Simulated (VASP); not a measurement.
# SnS2 (P-3m1) in VASP: settings compared, part 2 of 2

VASP 6.6.1. The steps go on from the part before.

## 3. Single point, r2SCAN, non-collinear spin, zero start, spin-orbit coupling (epitaxial xy strain -4.0%)

File POSCAR:

```
SnS2
1.0
    3.5143246143      0.0000000000      0.0000000000
   -1.7571623071      3.0434943931      0.0000000000
    0.0000000000      0.0000000000      6.1313630116
Sn S
1 2
Direct
    0.0000000000      0.0000000000      0.0000000000
    0.3333333333      0.6666666667      0.2470580695
    0.6666666667      0.3333333333      0.7529419305
```

File INCAR.step1:

```
PREC     = Accurate       # precision mode
ENCUT    = 550            # plane-wave cutoff, eV
ISMEAR   = 0              # smearing method
SIGMA    = 0.01           # smearing width, eV
LREAL    = F              # projectors in reciprocal space
LASPH    = T              # aspherical terms in the spheres
NELM     = 200            # most SCF steps
MAGMOM   = 0 0 0 0 0 0 0 0 0 # initial moments
LSORBIT  = T              # spin-orbit coupling
GGA_COMPAT= F            
NBANDS   = 39             # bands
GGA      = PE             # functional
ALGO     = Normal         # electronic algorithm
EDIFF    = 1E-5           # SCF threshold, eV
LWAVE    = T              # write WAVECAR
LCHARG   = F              # write CHGCAR
```

File INCAR.step2:

```
PREC     = Accurate       # precision mode
ENCUT    = 550            # plane-wave cutoff, eV
EDIFF    = 1E-6           # SCF threshold, eV
ISMEAR   = 0              # smearing method
SIGMA    = 0.01           # smearing width, eV
LREAL    = F              # projectors in reciprocal space
LASPH    = T              # aspherical terms in the spheres
NELM     = 200            # most SCF steps
ALGO     = Normal         # electronic algorithm
ISIF     = 2              # what is computed and relaxed
LWAVE    = F              # write WAVECAR
LCHARG   = T              # write CHGCAR
MAGMOM   = 0 0 0 0 0 0 0 0 0 # initial moments
LORBIT   = 11             # projections on sites
LSORBIT  = T              # spin-orbit coupling
GGA_COMPAT= F            
LORBMOM  = T            
METAGGA  = R2SCAN         # meta-GGA
LMIXTAU  = T            
LVHAR    = T            
NBANDS   = 39             # bands
ISTART   = 1
```

File KPOINTS:

```
regular mesh
0
Gamma
  12 12 4
```

Potentials or basis: VASP PAW PBE potentials, release 64 (Sn_d, S).

Started as:

```console
$ cat potpaw_PBE.64/Sn_d/POTCAR potpaw_PBE.64/S/POTCAR > POTCAR
$ cp INCAR.step1 INCAR
$ mpirun -np 1 vasp_ncl > vasp.out
$ cp INCAR.step2 INCAR
$ mpirun -np 1 vasp_ncl > vasp.out
```

OUTCAR:

```text
PREC = Accurate
   ENCUT = 550
   EDIFF = 1E-6
   ISMEAR = 0
   LREAL = F
   LASPH = T
   NELM = 200
   ISIF = 2
   LORBIT = 11
   LSORBIT = T
   METAGGA = R2SCAN
   ISTART = 1

 ion  position               nearest neighbor table
   1  0.000  0.000  0.000-   2 2.53   3 2.53   2 2.53   3 2.53   3 2.53   2 2.53
   2  0.333  0.667  0.247-   1 2.53   1 2.53   1 2.53
   3  0.667  0.333  0.753-   1 2.53   1 2.53   1 2.53

  LATTYP: Found a hexagonal cell.
 ALAT       =     3.5143246143
 C/A-ratio  =     1.7446774799

  Lattice vectors:

 A1 = (   3.5143246143,   0.0000000000,   0.0000000000)
 A2 = (  -1.7571623071,   3.0434943931,   0.0000000000)
 A3 = (   0.0000000000,   0.0000000000,   6.1313630116)

Analysis of symmetry for initial positions (statically):
=====================================================================
 Subroutine PRICEL returns:
 Original cell was already a primitive cell.

 Routine SETGRP: Setting up the symmetry group for a
 hexagonal supercell.

 Subroutine GETGRP returns: Found 12 space group operations
 (whereof 12 operations were pure point group operations)
 out of a pool of 24 trial point group operations.

The static configuration has the point symmetry D_3d.

Analysis of symmetry for dynamics (positions and initial velocities):
=====================================================================
 Subroutine PRICEL returns:
 Original cell was already a primitive cell.

 Routine SETGRP: Setting up the symmetry group for a
 hexagonal supercell.

 Subroutine GETGRP returns: Found 12 space group operations
 (whereof 12 operations were pure point group operations)
 out of a pool of 24 trial point group operations.

The dynamic configuration has the point symmetry D_3d.

Analysis of structural, dynamic, and magnetic symmetry:
=====================================================================
 Subroutine PRICEL returns:
 Original cell was already a primitive cell.

 Routine SETGRP: Setting up the symmetry group for a
 hexagonal supercell.

 Subroutine GETGRP returns: Found 12 space group operations
 (whereof 12 operations were pure point group operations)
 out of a pool of 24 trial point group operations.

The overall configuration has the point symmetry D_3d.

 Subroutine INISYM returns: Found 12 space group operations
 (whereof 12 operations are pure point group operations),
 and found     1 'primitive' translations

----------------------------------------------------------------------------------------

                                     Primitive cell

  volume of cell :      65.5800

  direct lattice vectors                    reciprocal lattice vectors
     3.514324614  0.000000000  0.000000000     0.284549696  0.164284843  0.000000000
    -1.757162307  3.043494393  0.000000000     0.000000000  0.328569687  0.000000000
     0.000000000  0.000000000  6.131363012     0.000000000  0.000000000  0.163095873

  length of vectors
[... 1130 lines left out ...]

------------------------ aborting loop because EDIFF is reached ----------------------------------------

  FORCE on cell =-STRESS in cart. coord.  units (eV):
  Direction    XX          YY          ZZ          XY          YZ          ZX
  --------------------------------------------------------------------------------------
  -------------------------------------------------------------------------------------
  Total        3.5366813      3.5366813      0.3300568      0.0000000      0.0000000      0.0000000
  in kB       86.4042475     86.4042475      8.0635789      0.0000000      0.0000000      0.0000000
  external PRESSURE =      60.2906913 kB  Pullay stress =       0.0000000 kB

 VOLUME and BASIS-vectors are now :
 -----------------------------------------------------------------------------
  energy-cutoff  :      550.00
  volume of cell :       65.58
      direct lattice vectors                 reciprocal lattice vectors
     3.514324614  0.000000000  0.000000000     0.284549696  0.164284843  0.000000000
    -1.757162307  3.043494393  0.000000000     0.000000000  0.328569687  0.000000000
     0.000000000  0.000000000  6.131363012     0.000000000  0.000000000  0.163095873

 POSITION                                       TOTAL-FORCE (eV/Angst)
 -----------------------------------------------------------------------------------
      0.00000      0.00000      0.00000        -0.000000      0.000000      0.000000
     -0.00000      2.02900      1.51480        -0.000000     -0.000000     -0.045841
      1.75716      1.01450      4.61656         0.000000      0.000000      0.045841
 -----------------------------------------------------------------------------------
    total drift:                               -0.000000      0.000000      0.000000

  FREE ENERGIE OF THE ION-ELECTRON SYSTEM (eV)
  ---------------------------------------------------
  free  energy   TOTEN  =       -42.1167254356 eV

  energy  without entropy=      -42.1167254356  energy(sigma->0) =      -42.11672544

 orbital moment (x)

 # of ion     p       d       tot
 ----------------------------------------
  1         0.000   0.000   0.000
  2        -0.000   0.000  -0.000
  3         0.000   0.000   0.000
 ----------------------------------------
           -0.000   0.000  -0.000

 orbital moment (y)

 # of ion     p       d       tot
 ----------------------------------------
  1         0.000  -0.000  -0.000
  2         0.000   0.000   0.000
  3         0.000   0.000   0.000
 ----------------------------------------
            0.000  -0.000   0.000

 orbital moment (z)

 # of ion     p       d       tot
 ----------------------------------------
  1         0.000   0.000   0.000
  2         0.000   0.000   0.000
  3         0.000   0.000   0.000
 ----------------------------------------
            0.000   0.000   0.000

 Spin-Orbit-Coupling matrix elements

 Ion:    1  E_soc:     -0.0819349
 l=   1
     0.0000000    -0.0077929    -0.0079204
    -0.0077929     0.0000000    -0.0077929
    -0.0079204    -0.0077929     0.0000000
 l=   2
     0.0000000    -0.0011593     0.0000000    -0.0011593    -0.0046933
    -0.0011593     0.0000000    -0.0034920    -0.0011465    -0.0011593
     0.0000000    -0.0034920     0.0000000    -0.0034920     0.0000000
    -0.0011593    -0.0011465    -0.0034920     0.0000000    -0.0011593
    -0.0046933    -0.0011593     0.0000000    -0.0011593     0.0000000
 l=   3
     0.0000000     0.0000000     0.0000000     0.0000000     0.0000000     0.0000000     0.0000000
     0.0000000     0.0000000     0.0000000     0.0000000     0.0000000     0.0000000     0.0000000
     0.0000000     0.0000000     0.0000000     0.0000000     0.0000000     0.0000000     0.0000000
     0.0000000     0.0000000     0.0000000     0.0000000     0.0000000     0.0000000     0.0000000
[... 29 lines left out ...]
 l=   2
     0.0000000     0.0000000     0.0000000     0.0000000     0.0000000
     0.0000000     0.0000000     0.0000000     0.0000000     0.0000000
     0.0000000     0.0000000     0.0000000     0.0000000     0.0000000
     0.0000000     0.0000000     0.0000000     0.0000000     0.0000000
     0.0000000     0.0000000     0.0000000     0.0000000     0.0000000
 l=   3
     0.0000000     0.0000000     0.0000000     0.0000000     0.0000000     0.0000000     0.0000000
     0.0000000     0.0000000     0.0000000     0.0000000     0.0000000     0.0000000     0.0000000
     0.0000000     0.0000000     0.0000000     0.0000000     0.0000000     0.0000000     0.0000000
     0.0000000     0.0000000     0.0000000     0.0000000     0.0000000     0.0000000     0.0000000
     0.0000000     0.0000000     0.0000000     0.0000000     0.0000000     0.0000000     0.0000000
     0.0000000     0.0000000     0.0000000     0.0000000     0.0000000     0.0000000     0.0000000
     0.0000000     0.0000000     0.0000000     0.0000000     0.0000000     0.0000000     0.0000000

 total charge

# of ion       s       p       d       tot
------------------------------------------
    1        0.977   1.138  10.189  12.304
    2        1.355   2.385   0.000   3.740
    3        1.355   2.385   0.000   3.740
--------------------------------------------------
tot          3.688   5.908  10.189  19.785

 magnetization (x)

# of ion       s       p       d       tot
------------------------------------------
    1        0.000  -0.000   0.000   0.000
    2        0.000   0.000   0.000   0.000
    3        0.000   0.000   0.000   0.000
--------------------------------------------------
tot          0.000   0.000   0.000   0.000

 magnetization (y)

# of ion       s       p       d       tot
------------------------------------------
    1        0.000   0.000   0.000   0.000
    2        0.000   0.000   0.000   0.000
    3        0.000   0.000   0.000   0.000
--------------------------------------------------
tot          0.000   0.000   0.000   0.000

 magnetization (z)

# of ion       s       p       d       tot
------------------------------------------
    1        0.000  -0.000   0.000  -0.000
    2        0.000   0.000   0.000   0.000
    3        0.000   0.000   0.000   0.000
--------------------------------------------------
tot          0.000  -0.000   0.000  -0.000
```

It took 41 min on 1 thread of Oxide Virtual Turin-like, shared host; peak memory 0.54 GiB.

What came out:

| Item | Value |
| --- | --- |
| Free energy | -42.1167 eV |
| Pressure | 6.0 GPa |
| Largest force | 0.046 eV/Å |
| Net moment | 0.00 μB per cell |
| Valence electrons inside the program's atomic spheres | Sn 12.30; S 3.74 |

Forces on the atoms (eV/Å):
```
Sn   0.000  0.000  0.000
S    0.000  0.000 -0.046
S    0.000  0.000  0.046
```

Stress tensor (GPa, compression positive):
```
8.64 0.00 0.00
0.00 8.64 0.00
0.00 0.00 0.81
```

Moments on the atoms (μB; x, y, z):
```
Sn  0.00 0.00 0.00
S   0.00 0.00 0.00
S   0.00 0.00 0.00
```

Caveat: the cell differs from its parent crystal (epitaxial xy strain -4.0%); the stress differs along the axes, from 1 to 9 GPa; the PAW data sets were made with another functional, which shifts forces and pressure a little.

## 4. Single point, r2SCAN, non-collinear spin, zero start, spin-orbit coupling (epitaxial xy strain -3.0%)

File POSCAR:

```
SnS2
1.0
    3.5509321623      0.0000000000      0.0000000000
   -1.7754660812      3.0751974597      0.0000000000
    0.0000000000      0.0000000000      6.0949832653
Sn S
1 2
Direct
    0.0000000000      0.0000000000      0.0000000000
    0.3333333333      0.6666666667      0.2465001836
    0.6666666667      0.3333333333      0.7534998164
```

File INCAR.step1:

```
ALGO     = Normal         # electronic algorithm
EDIFF    = 1E-5           # SCF threshold, eV
ENCUT    = 550            # plane-wave cutoff, eV
GGA      = PE             # functional
GGA_COMPAT= F            
ISMEAR   = 0              # smearing method
LASPH    = T              # aspherical terms in the spheres
LCHARG   = F              # write CHGCAR
LNONCOLLINEAR= T              # non-collinear magnetism
LREAL    = F              # projectors in reciprocal space
LSORBIT  = T              # spin-orbit coupling
LWAVE    = T              # write WAVECAR
MAGMOM   = 0 0 0 0 0 0 0 0 0 # initial moments
NBANDS   = 39             # bands
NELM     = 200            # most SCF steps
PREC     = Accurate       # precision mode
SIGMA    = 0.01           # smearing width, eV
```

File INCAR.step2:

```
ALGO     = Normal         # electronic algorithm
EDIFF    = 1E-6           # SCF threshold, eV
ENCUT    = 550            # plane-wave cutoff, eV
GGA_COMPAT= F            
ISIF     = 2              # what is computed and relaxed
ISMEAR   = 0              # smearing method
ISTART   = 1            
LASPH    = T              # aspherical terms in the spheres
LCHARG   = T              # write CHGCAR
LMIXTAU  = T            
LNONCOLLINEAR= T              # non-collinear magnetism
LORBIT   = 11             # projections on sites
LORBMOM  = T            
LREAL    = F              # projectors in reciprocal space
LSORBIT  = T              # spin-orbit coupling
LVHAR    = T            
LWAVE    = F              # write WAVECAR
MAGMOM   = 0 0 0 0 0 0 0 0 0 # initial moments
METAGGA  = R2SCAN         # meta-GGA
NBANDS   = 39             # bands
NELM     = 200            # most SCF steps
PREC     = Accurate       # precision mode
SIGMA    = 0.01           # smearing width, eV
```

File KPOINTS:

```
k-points
0
Gamma
  12 12 4
```

Started as:

```console
$ cat potpaw_PBE.64/Sn_d/POTCAR potpaw_PBE.64/S/POTCAR > POTCAR
$ cp INCAR.step1 INCAR
$ mpirun -np 1 vasp_ncl > vasp.out
$ cp INCAR.step2 INCAR
$ mpirun -np 1 vasp_ncl > vasp.out
```

Wall time 44 min (1 thread of Oxide Virtual Turin-like, shared host); peak memory 0.54 GiB.

Results (log left out):

| Item | Value |
| --- | --- |
| Free energy | -42.1796 eV |
| Pressure | 4.5 GPa |
| Largest force | 0.045 eV/Å |
| Net moment | 0.00 μB per cell |
| Valence electrons inside the program's atomic spheres | Sn 12.28; S 3.73 |

Forces on the atoms (eV/Å):
```
Sn   0.000  0.000  0.000
S    0.000  0.000 -0.045
S    0.000  0.000  0.045
```

Stress tensor (GPa, compression positive):
```
6.42 0.00 0.00
0.00 6.42 0.00
0.00 0.00 0.79
```

Moments on the atoms (μB; x, y, z):
```
Sn  0.00 0.00 0.00
S   0.00 0.00 0.00
S   0.00 0.00 0.00
```

Caveat: the cell differs from its parent crystal (epitaxial xy strain -3.0%); the stress differs along the axes, from 1 to 6 GPa; the PAW data sets were made with another functional, which shifts forces and pressure a little.

## 5. The runs side by side

| level | spin | cell | k mesh | cutoff (eV) | grid for exact exchange (PRECFOCK) | share of exact exchange | screening parameter | pressure (GPa) | moment (μB) | largest force (eV/Å) |
| --- | --- | --- | --- | --- | --- | --- | --- | --- | --- | --- |
| HSE06 | off | a = 3.588, b = 3.588, c = 6.055 Å, angles 90.0, 90.0, 120.0°, 3 atoms, epitaxial xy strain -2.0% | 6 × 6 × 4 | 400 | Normal | 0.25 | 0.2079 1/Å | 2.0 | - | 0.27 |
| r2SCAN | non-collinear, zero start, SOC | a = 3.514, b = 3.514, c = 6.131 Å, angles 90.0, 90.0, 120.0°, 3 atoms, epitaxial xy strain -4.0% | 12 × 12 × 4 | 550 | - | - | - | 6.0 | 0.00 | 0.05 |
| r2SCAN | non-collinear, zero start, SOC | a = 3.551, b = 3.551, c = 6.095 Å, angles 90.0, 90.0, 120.0°, 3 atoms, epitaxial xy strain -3.0% | 12 × 12 × 4 | 550 | - | - | - | 4.5 | 0.00 | 0.05 |

Alike in all rows: task single point; potentials or basis VASP PAW PBE potentials, release 64 (Sn_d, S); smearing gaussian 0.01 eV.

Caveats: the PAW data sets were made with another functional, which shifts forces and pressure a little; this functional lacks dispersion, which binds layers or chains, so the pressure and a relaxed spacing across them are unreliable (at least some runs); the stress differs along the axes, from 1 to 9 GPa (at least some runs); the stress differs along the axes, from 1 to 6 GPa (at least some runs).

Total energies depend on the potentials used, so only differences within one code and one set of settings carry meaning.
